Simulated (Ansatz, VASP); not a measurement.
**Pd in VASP and in Ansatz**

INCAR

```
SYSTEM = Pd
ALGO = Normal
EDIFF = 1E-6
ENCUT = 520
GGA = PS
ISIF = 2
ISMEAR = -1
LASPH = .TRUE.
LCHARG = .FALSE.
LREAL = .FALSE.
LWAVE = .FALSE.
NBANDS = 11
NELM = 100
PREC = Accurate
SIGMA = 0.1
```

KPOINTS

```
k-points
0
G
  14 14 14
  0 0 0
```

File POSCAR:

```
Pd
1.0
    2.5666279490      0.0000000000      0.0000000000
    0.0000000000      2.5666279490      0.0000000000
    0.0000000000      0.0000000000      2.5666279490
Pd
1
Direct
    0.0000000000      0.0000000000      0.0000000000
```

Input for Ansatz:

```yaml
crystal:
  lattice:
    - [2.566627949, 0.0, 0.0]
    - [0.0, 2.566627949, 0.0]
    - [0.0, 0.0, 2.566627949]
  atoms:
    - { symbol: Pd, position: [0.0, 0.0, 0.0] }
hamiltonian:
  xc: pbesol
  pseudopotentials:
    kind: paw
    azcp:
      Pd: "pseudopotentials/Pd.paw.azcp"
basis:
  ecutwfc: 420
  fft_grid_basis: typed
kpoints:
  mp_grid: { grid: [14, 14, 14], shift: [0, 0, 0] }
magnetization:
  spin_polarized: false
scf:
  occupations: { method: fermi_dirac, width: 0.1 }
  lower_state_search: "off"
output:
  stress: true
```

Alike in both runs: task single point; functional PBEsol; k mesh 14 × 14 × 14; occupations fermi-dirac, width 0.1 eV; no spin polarisation.

|  | VASP | Ansatz |
| --- | --- | --- |
| version | VASP 6.6.1 | Ansatz 0.2.0 |
| potentials or method | VASP PAW PBE potentials, release 64 (Pd), cutoff 520 eV | plane waves (420 eV) with PAW, scalar-relativistic |
| valence electrons in the cell | 10 | 18 |

```csv
,VASP,Ansatz,Ansatz less VASP
pressure (GPa),-0.3,0.1,+0.39
```

VASP's potentials were made for PBE, not for PBEsol, and Ansatz warns of the same on its side. VASP's potentials hold 10 valence electrons a cell and Ansatz's 18, so a difference there can come from the potentials and not from the codes.
